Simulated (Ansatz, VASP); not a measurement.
**B: VASP beside Ansatz**

POSCAR

```
B
1.0
    3.5789488132      0.0000000000      0.0000000000
   -1.7894744066      3.0994605911      0.0000000000
    0.0000000000      0.0000000000      2.1940512290
B
3
Direct
    0.0000000000      0.0000000000      0.0000000000
    0.3333333333      0.6666666667      0.5000000000
    0.6666666667      0.3333333333      0.5000000000
```

Contents of INCAR.step1:

```
SYSTEM = B
PREC = Accurate ; ENCUT = 910
ISMEAR = 0 ; SIGMA = 0.1
LREAL = .False. ; LASPH = .True.
NELM = 120 ; GGA = PE
ALGO = Normal ; EDIFF = 1E-5
LWAVE = .True. ; LCHARG = .False.
GGA_COMPAT = .False. ; IBRION = 2
ISIF = 3 ; EDIFFG = -0.005
NELMIN = 4 ; NSW = 100
```

Contents of INCAR.step2:

```
SYSTEM = B
PREC = Accurate ; ENCUT = 910
EDIFF = 1E-7 ; ISMEAR = 0
SIGMA = 0.1 ; LREAL = .False.
LASPH = .True. ; NELM = 120
ALGO = Normal ; ISIF = 3
LWAVE = .False. ; LCHARG = .False.
METAGGA = R2SCAN ; LMIXTAU = .True.
IBRION = 2 ; NSW = 90
EDIFFG = -0.04 ; ISTART = 1
GGA_COMPAT = .False. ; NELMIN = 4
```

File KPOINTS:

```
regular mesh
0
Gamma
  6 6 8
  0 0 0
```

Input for Ansatz:

```yaml
crystal:
  lattice:
    - [3.5789488132, 0.0, 0.0]
    - [-1.7894744066, 3.0994605911, 0.0]
    - [0.0, 0.0, 2.194051229]
  atoms:
    - { symbol: B, position: [0.0, 0.0, 0.0] }
    - { symbol: B, position: [0.3333333333, 0.6666666667, 0.5] }
    - { symbol: B, position: [0.6666666667, 0.3333333333, 0.5] }
basis:
  ecutwfc: 500
kpoints:
  mp_grid: { grid: [6, 6, 8] }
hamiltonian:
  xc: r2scan
scf:
  occupations: { method: gaussian, width: 0.1 }
  lower_state_search: "off"
output:
  forces: true
  stress: true
  eigenvalues: true
relax:
  adjacent_minimum: "off"
  f_tol: 0.04
  max_steps: 70
  cell: { stress_tol: 0.4 }
```

Alike in both runs: task relaxation of cell and atoms; functional r2SCAN; k mesh 6 × 6 × 8; occupations gaussian, width 0.1 eV; no spin polarisation.

```csv
,VASP,Ansatz
version,VASP 6.6.1,Ansatz 0.2.0
potentials or method,"VASP PAW PBE potentials, release 64 (B_h), cutoff 910 eV","scalar-relativistic, plane waves, PAW"
valence electrons in the cell,9,9
```

Ansatz gave:

```
gap on the k mesh at the Fermi level, each at its own relaxed structure (eV) : none
relaxed volume (Å³/atom)                                                     : 6.11
relaxed cell length with the largest relative difference (Å)                 : 1.908
```

What did VASP give for the same quantities?

gap on the k mesh at the Fermi level, each at its own relaxed structure (eV): none; relaxed volume (Å³/atom): 6.03; relaxed cell length with the largest relative difference (Å): 1.983.

VASP's potentials were made for PBE, not for r2SCAN. A gap of «none» marks a metal or a gap that the smearing closes.

Noted on VASP's run: the volume moved by over 15 % at a fixed basis, so the end points are rough.
